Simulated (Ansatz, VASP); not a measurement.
This is a calculation of Pb for VASP 6.6.1.

File INCAR:

```
PREC = Accurate
ENCUT = 600
EDIFF = 1E-6
ISMEAR = -1
SIGMA = 0.05
LREAL = False
LASPH = True
NELM = 100
ALGO = Normal
ISIF = 3
LWAVE = False
LCHARG = False
GGA = PS
IBRION = 2
NSW = 60
EDIFFG = -0.01
```

Contents of KPOINTS:

```
Automatic mesh
0
Gamma
  7 7 7
```

The input POSCAR:

```
Pb
1.0
    0.0000000000      3.4390000555      3.4390000555
    3.4390000555      0.0000000000      3.4390000555
    3.4390000555      3.4390000555      0.0000000000
Pb
2
Direct
    0.2500000000      0.2500000000      0.2500000000
    0.0000000000      0.0000000000      0.0000000000
```

Potentials or basis: VASP PAW PBE potentials, release 64 (Pb_d).

Run with:

```bash
$ cat potpaw_PBE.64/Pb_d/POTCAR > POTCAR
$ mpirun -np 1 vasp_std > vasp.out
```

Problem. Set up the same calculation for Ansatz 0.2.0. Potentials there: Ansatz PAW.

Solution. As run (the cutoff follows the program's own potentials):

Contents of input.yaml:

```yaml
crystal:
  lattice:
    - [0.0, 3.4390000555, 3.4390000555]
    - [3.4390000555, 0.0, 3.4390000555]
    - [3.4390000555, 3.4390000555, 0.0]
  atoms:
    - { symbol: Pb, position: [0.25, 0.25, 0.25] }
    - { symbol: Pb, position: [0.0, 0.0, 0.0] }
hamiltonian:
  xc: pbesol
  pseudopotentials: { kind: paw }
kpoints:
  mp_grid: { grid: [7, 7, 7] }
scf:
  occupations: { method: fermi_dirac, width: 0.05 }
output:
  forces: true
  stress: true
  eigenvalues: true
relax:
  f_tol: 0.01
  max_steps: 40
  cell: { stress_tol: 0.05 }
```

Potentials or basis: Ansatz PAW.

Launch:

```console
$ ansatz run input.yaml --threads 2 --pin off --max-ram 5632MiB --backend cpu --events-out ev --progress --plain --runs-dir out
```

Both were run:

|  | VASP | Ansatz | Ansatz less VASP |
| --- | --- | --- | --- |
| gap on the k mesh at the Fermi level, each at its own relaxed structure (eV) | none | none | - |
| relaxed volume (Å³/atom) | 41.22 | 41.26 | +0.040 |
| relaxed length of the cell vector where the two differ most in proportion (Å) | 4.885 | 4.887 | +0.0016 |

VASP's potentials were made for PBE, not for PBEsol. A gap of «none» marks a metal or a gap that the smearing closes.

Spin-orbit coupling is off throughout. Noted on Ansatz's run: the plane-wave basis is chosen anew once the cell has moved, so the energies of steps on either side of that aren't comparable.
